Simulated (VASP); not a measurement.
Input of a VASP 6.6.1 run:

Contents of POSCAR:

```
NaH
1.0
    0.0000000000      2.3975126521      2.3975126521
    2.3975126521      0.0000000000      2.3975126521
    2.3975126521      2.3975126521      0.0000000000
Na H
1 1
Direct
    0.0000000000      0.0000000000      0.0000000000
    0.5000000000      0.5000000000      0.5000000000
```

Contents of INCAR.step1:

```
  PREC = Accurate
  ENCUT = 520
  ISMEAR = -1
  SIGMA = 0.02
  LREAL = False
  LASPH = True
  NELM = 80
  NBANDS = 11
  GGA = PE
  ALGO = Normal
  EDIFF = 1E-4
  LWAVE = True
  LCHARG = False
```

The input INCAR.step2:

```
  PREC = Accurate
  ENCUT = 520
  EDIFF = 1E-7
  ISMEAR = -1
  SIGMA = 0.02
  LREAL = False
  LASPH = True
  NELM = 80
  ALGO = Normal
  ISIF = 2
  LWAVE = False
  LCHARG = False
  METAGGA = R2SCAN
  LMIXTAU = True
  NBANDS = 11
  ISTART = 1
```

The input KPOINTS:

```
regular mesh
0
Gamma
  8 8 8
```

Potentials or basis: VASP PAW PBE potentials, release 64 (Na_pv, H).

The run is started by

```bash
$ cat potpaw_PBE.64/Na_pv/POTCAR potpaw_PBE.64/H/POTCAR > POTCAR
$ cp INCAR.step1 INCAR
$ mpirun -np 1 vasp_std > vasp.out
$ cp INCAR.step2 INCAR
$ mpirun -np 1 vasp_std > vasp.out
```

Q: What does it give for the band gap on the k mesh?

A: 4.41 eV, indirect (least direct gap 5.25 eV).

Q: Predict the pressure.

A: -0.3 GPa.

Caveat: the PAW data sets were made with another functional, which shifts forces and pressure a little. A k mesh can miss the band edges.
